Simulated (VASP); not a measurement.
# Si (a cell with a defect) in VASP: notebook

Si (a cell with a defect) is run at these levels: PBE; tasks: relaxation of the atoms.

Everything below comes from runs of VASP 6.6.1. Logs are shortened: lines on timing, memory, paths and dates and some standing lists are left out, and cuts for length are marked.

## Step 1: The cell of the first run

The cell holds a defect, 17 atoms: a = 7.679 Å, b = 7.679 Å, c = 7.679 Å, α = 60.00°, β = 60.00°, γ = 60.00°.

## Step 2: Relaxation of the atoms, PBE

File INCAR:

```
SYSTEM = Si
ALGO = Normal
EDIFF = 1E-7
EDIFFG = -0.03
ENCUT = 520
GGA = PE
IBRION = 2
ISIF = 2
ISMEAR = 0
LASPH = .True.
LCHARG = .False.
LREAL = Auto
LWAVE = .False.
NELM = 60
NSW = 80
PREC = Accurate
SIGMA = 0.05
```

File KPOINTS:

```
k-points
0
Gamma
  2 2 2
  0 0 0
```

File POSCAR:

```
Si
1.0
    0.0000000000      5.4300000000      5.4300000000
    5.4300000000      0.0000000000      5.4300000000
    5.4300000000      5.4300000000      0.0000000000
Si
17
Direct
    0.0000000000      0.0000000000      0.0000000000
    0.1250000000      0.1250000000      0.1250000000
    0.0000000000      0.0000000000      0.5000000000
    0.1250000000      0.1250000000      0.6250000000
    0.0000000000      0.5000000000      0.0000000000
    0.1250000000      0.6250000000      0.1250000000
    0.0000000000      0.5000000000      0.5000000000
    0.1250000000      0.6250000000      0.6250000000
    0.5000000000      0.0000000000      0.0000000000
    0.6250000000      0.1250000000      0.1250000000
    0.5000000000      0.0000000000      0.5000000000
    0.6250000000      0.1250000000      0.6250000000
    0.5000000000      0.5000000000      0.0000000000
    0.6250000000      0.6250000000      0.1250000000
    0.5000000000      0.5000000000      0.5000000000
    0.6250000000      0.6250000000      0.6250000000
    0.8655299000      0.3749693000      0.8781569000
```

Potentials or basis: VASP PAW PBE potentials, release 64 (Si).

Command:

```bash
$ cat potpaw_PBE.64/Si/POTCAR > POTCAR
$ mpirun -np 1 vasp_std > vasp.out
```

OUTCAR:

```text
SYSTEM = Si
   EDIFF = 1E-7
   EDIFFG = -0.03
   ENCUT = 520
   GGA = PE
   IBRION = 2
   ISIF = 2
   ISMEAR = 0
   LASPH = .True.
   LREAL = Auto
   NELM = 60
   NSW = 80
   PREC = Accurate

 ion  position               nearest neighbor table
   1  0.000  0.000  0.000-   2 2.35   4 2.35   6 2.35  10 2.35  17 2.35
   2  0.125  0.125  0.125-   1 2.35   3 2.35   5 2.35   9 2.35  17 2.75
   3  0.000  0.000  0.500-   2 2.35   4 2.35   8 2.35  12 2.35
   4  0.125  0.125  0.625-   1 2.35   3 2.35   7 2.35  11 2.35  17 2.73
   5  0.000  0.500  0.000-   2 2.35   6 2.35   8 2.35  14 2.35  17 2.39
   6  0.125  0.625  0.125-   1 2.35   5 2.35   7 2.35  13 2.35
   7  0.000  0.500  0.500-   4 2.35   6 2.35   8 2.35  16 2.35  17 2.37
   8  0.125  0.625  0.625-   3 2.35   5 2.35   7 2.35  15 2.35  17 2.77
   9  0.500  0.000  0.000-   2 2.35  10 2.35  12 2.35  14 2.35
  10  0.625  0.125  0.125-   1 2.35   9 2.35  11 2.35  13 2.35  17 2.66
  11  0.500  0.000  0.500-   4 2.35  10 2.35  12 2.35  16 2.35
  12  0.625  0.125  0.625-   3 2.35   9 2.35  11 2.35  15 2.35
  13  0.500  0.500  0.000-  17 2.29  10 2.35  14 2.35  16 2.35   6 2.35
  14  0.625  0.625  0.125-   5 2.35   9 2.35  13 2.35  15 2.35  17 2.70
  15  0.500  0.500  0.500-   8 2.35  12 2.35  14 2.35  16 2.35
  16  0.625  0.625  0.625-   7 2.35  11 2.35  13 2.35  15 2.35  17 2.68
  17  0.866  0.375  0.878-  13 2.29   1 2.35   7 2.37   5 2.39  10 2.66  16 2.68  14 2.70   4 2.73
                             2 2.75   8 2.77

  LATTYP: Found a face centered cubic cell.
 ALAT       =    10.8600000000

  Lattice vectors:

 A1 = (   0.0000000000,   5.4300000000,   5.4300000000)
 A2 = (   5.4300000000,   0.0000000000,   5.4300000000)
 A3 = (   5.4300000000,   5.4300000000,   0.0000000000)

Analysis of symmetry for initial positions (statically):
=====================================================================
 Subroutine PRICEL returns:
 Original cell was already a primitive cell.

 Routine SETGRP: Setting up the symmetry group for a
 face centered cubic supercell.

 Subroutine GETGRP returns: Found  1 space group operations
 (whereof  1 operations were pure point group operations)
 out of a pool of 48 trial point group operations.

The static configuration has the point symmetry C_1 .

Analysis of symmetry for dynamics (positions and initial velocities):
=====================================================================
 Subroutine PRICEL returns:
 Original cell was already a primitive cell.

 Routine SETGRP: Setting up the symmetry group for a
 face centered cubic supercell.

 Subroutine GETGRP returns: Found  1 space group operations
[... 108 lines left out ...]
   ISTART =      0    job   : 0-new  1-cont  2-samecut
   ICHARG =      2    charge: 1-file 2-atom 10-const
   ISPIN  =      1    spin polarized calculation?
   LNONCOLLINEAR =      F non collinear calculations
   LSORBIT =      F    spin-orbit coupling
   LASPH  =      T    aspherical Exc in radial PAW
   ENCUT  =  520.0 eV  38.22 Ry    6.18 a.u.  14.28 14.28 14.28*2*pi/ulx,y,z
   NELM   =     60;   NELMIN=  2; NELMDL= -5     # of ELM steps
   EDIFF  = 0.1E-06   stopping-criterion for ELM
   LREAL  =      T    real-space projection
   EDIFFG = -.3E-01   stopping-criterion for IOM
   NSW    =     80    number of steps for IOM
   IBRION =      2    ionic relax: 0-MD 1-quasi-New 2-CG
   NFREE  =      1    steps in history (QN), initial steepest desc. (CG)
   ISIF   =      2    stress and relaxation
   ISYM   =      2    0-nonsym 1-usesym 2-fastsym
   POTIM  = 0.5000    time-step for ionic-motion
   TEBEG  =    0.0;   TEEND  =   0.0 temperature during run
   PSTRESS=    0.0 pullay stress
   NELECT =      68.0000    total number of electrons
   NUPDOWN=      -1.0000    fix difference up-down
   EMIN   =  10.00;   EMAX   =-10.00  energy-range for DOS
   EFERMI =   0.00;   METHOD = LEGACY
   ISMEAR =     0;   SIGMA  =   0.05  broadening in eV -4-tet -1-fermi 0-gaus
   EFERMI_NEDOS =   21; number of points for ismear=-14 and -15
   IALGO  =     38    algorithm
   IMIX   =      4    mixing-type and parameters
     AMIX     =   0.40;   BMIX     =  1.00
     AMIX_MAG =   1.60;   BMIX_MAG =  1.00
  volume/ion in A,a.u.               =      18.84       127.11
  Fermi-wavevector in a.u.,A,eV,Ry     =   0.976715  1.845724 12.979587  0.953973
  Thomas-Fermi vector in A             =   2.107356
   LORBIT       =      0    0 simple, 1 ext, 2 COOP (PROOUT), +10 PAW based schemes
   GGA     = PE    functional components
   LHFCALC =     F    Hartree Fock is set to
   AEXX    =    0.0000 exact exchange contribution
   IVDW    =     0    specifies the selected vdW correction
   LEPSILON=     F    determine dielectric tensor
   LRPA    =     F    only Hartree local field effects (RPA)
 conjugate gradient relaxation of ions
 non-spin polarized calculation
 Gauss-broadening in eV      SIGMA  =   0.05
  energy-cutoff  :      520.00
  volume of cell :      320.21
 maximum number of plane-waves:      8646
 NGX is ok and might be reduce to    60
   NGX = 29   NGY = 29   NGZ = 29

--------------------------------------- Ionic step        1  -------------------------------------------

 number of electron      68.0000004 magnetization

 Free energy of the ion-electron system (eV)
  ---------------------------------------------------
  ext. energy  EPLUGINS =         0.00000000
  ---------------------------------------------------
  free energy    TOTEN  =       -87.85684812 eV

  energy without entropy =      -87.84720806  energy(sigma->0) =      -87.85202809

------------------------ aborting loop because EDIFF is reached ----------------------------------------

  FORCE on cell =-STRESS in cart. coord.  units (eV):
  Direction    XX          YY          ZZ          XY          YZ          ZX
  --------------------------------------------------------------------------------------
  -------------------------------------------------------------------------------------
  Total       11.6674146     11.6751270     11.6897132     -0.6710757      0.2459204     -0.4542973
  in kB       58.3788761     58.4174656     58.4904490     -3.3577826      1.2304832     -2.2731143
  external PRESSURE =      58.4289302 kB  Pullay stress =       0.0000000 kB
[... 293 lines left out ...]
--------------------------------------- Ionic step        7  -------------------------------------------

 number of electron      68.0000000 magnetization

 Free energy of the ion-electron system (eV)
  ---------------------------------------------------
  ext. energy  EPLUGINS =         0.00000000
  ---------------------------------------------------
  free energy    TOTEN  =       -87.99552641 eV

  energy without entropy =      -87.98557071  energy(sigma->0) =      -87.99054856

 E-fermi :   6.9106     XC(G=0):  -9.6743

 val. band max:        6.6839453817   @ k =   0.0000   0.0000   0.0000
 cond. band min:       6.9262014363   @ k =   0.0000   0.5000   0.5000
 fundamental gap:      0.2422560545
 Fermi energy:         6.9105841979

 k-point     1 :       0.0000    0.0000    0.0000
  band No.  band energies     occupation
      1      -6.3188      2.00000
      2      -3.7759      2.00000
      3      -3.6291      2.00000
      4      -3.6274      2.00000
      5      -3.6265      2.00000
      6      -2.8047      2.00000
[... 401 lines left out ...]
  FREE ENERGIE OF THE ION-ELECTRON SYSTEM (eV)
  ---------------------------------------------------
  free  energy   TOTEN  =       -87.9955264093 eV

  energy  without entropy=      -87.9855707072  energy(sigma->0) =      -87.99054856

 reached required accuracy - stopping structural energy minimisation
```

CONTCAR:

```text
Si
   1.00000000000000
     0.0000000000000000    5.4299999999999997    5.4299999999999997
     5.4299999999999997    0.0000000000000000    5.4299999999999997
     5.4299999999999997    5.4299999999999997    0.0000000000000000
  Si
    17
Direct
     0.0021952753841978    0.9936813993973448    0.0020842447151451
     0.1279327013205983    0.1219180891984141    0.1280514809858844
     0.9987869234436184    0.0003289330662129    0.5004028270396479
     0.1279572472382404    0.1219244591539729    0.6220186586607380
     0.0016531807445896    0.5016078358174685    0.0015911358269042
     0.1227170952183461    0.6249648671493852    0.1257526067597319
[... 9 lines left out ...]
     0.6216716696163035    0.6280959407699518    0.6220882345835335
     0.8719859260806437    0.3749354308883394    0.8759932375556062

  0.00000000E+00  0.00000000E+00  0.00000000E+00
  0.00000000E+00  0.00000000E+00  0.00000000E+00
  0.00000000E+00  0.00000000E+00  0.00000000E+00
  0.00000000E+00  0.00000000E+00  0.00000000E+00
  0.00000000E+00  0.00000000E+00  0.00000000E+00
  0.00000000E+00  0.00000000E+00  0.00000000E+00
[... 9 lines left out ...]
  0.00000000E+00  0.00000000E+00  0.00000000E+00
  0.00000000E+00  0.00000000E+00  0.00000000E+00
```

Run time: 8.7 min. Hardware: 1 thread of Intel Xeon 6975P-C (Granite Rapids), shared host; peak memory 0.52 GiB.

Results:

```yaml
Free_energy: -87.9955 eV
Energy_gained_by_relaxing: 8.2 meV/atom
Ionic_steps: 7
Pressure_after_relaxing: 5.3 GPa
Largest_force_after_relaxing: 0.025 eV/Å
Band_gap_on_the_k_mesh: zero (bands 34 and 35 overlap by 0.26 eV)
```

Forces in eV/Å, atoms in the order of the input:
```
Si  -0.007  0.003 -0.020
Si  -0.008 -0.008 -0.002
Si   0.006 -0.003 -0.002
Si   0.009  0.006  0.002
Si   0.016  0.007  0.003
Si   0.001  0.005  0.011
Si  -0.008 -0.016  0.001
Si  -0.006  0.000 -0.007
Si   0.004  0.008  0.002
Si   0.008 -0.007  0.008
Si  -0.008 -0.004 -0.002
Si  -0.001  0.001  0.002
Si  -0.004 -0.001 -0.004
Si  -0.008 -0.012 -0.011
Si   0.001  0.002  0.007
Si   0.011  0.008 -0.009
Si  -0.005  0.013  0.021
```

The path:
```csv
step,energy change (eV),largest force (eV/Å),pressure (GPa)
1,0.0000,1.2965,5.84
2,-0.1332,0.1909,5.36
3,-0.1334,0.2452,5.34
4,-0.1376,0.0865,5.34
5,-0.1376,0.0903,5.34
6,-0.1385,0.0485,5.34
7,-0.1387,0.0253,5.35
```

Final structure:
```
Si
1.0
     0.00000    5.43000    5.43000
     5.43000    0.00000    5.43000
     5.43000    5.43000    0.00000
Si
17
Direct
  0.00220 0.99368 0.00208
  0.12793 0.12192 0.12805
  0.99879 0.00033 0.50040
  0.12796 0.12192 0.62202
  0.00165 0.50161 0.00159
  0.12272 0.62496 0.12575
  0.00192 0.50187 0.49440
  0.12790 0.62799 0.62202
  0.50031 0.00050 0.99852
  0.62168 0.12201 0.12815
  0.50036 0.00056 0.50063
  0.62510 0.12501 0.62497
  0.49143 0.50292 0.00286
  0.62167 0.62807 0.12810
  0.50027 0.49859 0.50053
  0.62167 0.62810 0.62209
  0.87199 0.37494 0.87599
```

Caveat: the k points lie up to 0.50 Å⁻¹ apart.

(Part 1 of 2 ends here.)

The gap in the log of VASP goes by the Fermi energy; the results here count the filled bands.